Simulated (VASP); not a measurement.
Set up this calculation in VASP 6.6.1, as the native input.

```yaml
Task: electric field gradients
Functional: LDA
Potentials_or_basis: VASP PAW LDA potentials, release 64 (Ti_sv, Zn)
Cutoff: 520 eV
k_mesh: 9 × 9 × 9
Occupations: fermi-dirac, width 0.05 eV
Spin: no spin polarisation
Dipole_correction: no
Further_INCAR_settings: ALGO = Normal; EDIFF = 1e-08; NBANDS = 32
```

The structure of TiZn3 lies in POSCAR:

```
TiZn3
1.0
    3.9190487312      0.0000000000      0.0000000000
    0.0000000000      3.9190487312      0.0000000000
    0.0000000000      0.0000000000      3.9190487312
Ti Zn
1 3
Direct
    0.0000000000      0.0000000000      0.0000000000
    0.0000000000      0.5000000000      0.5000000000
    0.5000000000      0.0000000000      0.5000000000
    0.5000000000      0.5000000000      0.0000000000
```

The input as run:

INCAR

```
ALGO = Normal
EDIFF = 1E-8
ENCUT = 520
GGA = CA
ISIF = 2
ISMEAR = -1
LASPH = T
LCHARG = F
LEFG = T
LREAL = F
LWAVE = F
NBANDS = 32
NELM = 60
PREC = Accurate
SIGMA = 0.05
```

KPOINTS

```
k-points
0
Gamma
  9 9 9
```

Potentials or basis: VASP PAW LDA potentials, release 64 (Ti_sv, Zn).

Command:

```bash
$ cat potpaw_LDA.64/Ti_sv/POTCAR potpaw_LDA.64/Zn/POTCAR > POTCAR
$ mpirun -np 1 vasp_std > vasp.out
```

Results of the run:

- Pressure: -8.6 GPa
- Band gap on the k mesh: zero (bands 24 and 25 overlap by 1.88 eV)
- Largest electric field gradient by atom: Ti +0.0; Zn +40.4 V/Å²

Caveat: the cell stands under tension; without QUAD_EFG the Cq values of the log hold for a quadrupole moment of 1 mb, not for the nuclei.

It took 27 s on 1 thread of Intel(R) Xeon(R) 6975P-C (Granite Rapids), with other jobs on the host, peak memory 0.18 GiB.
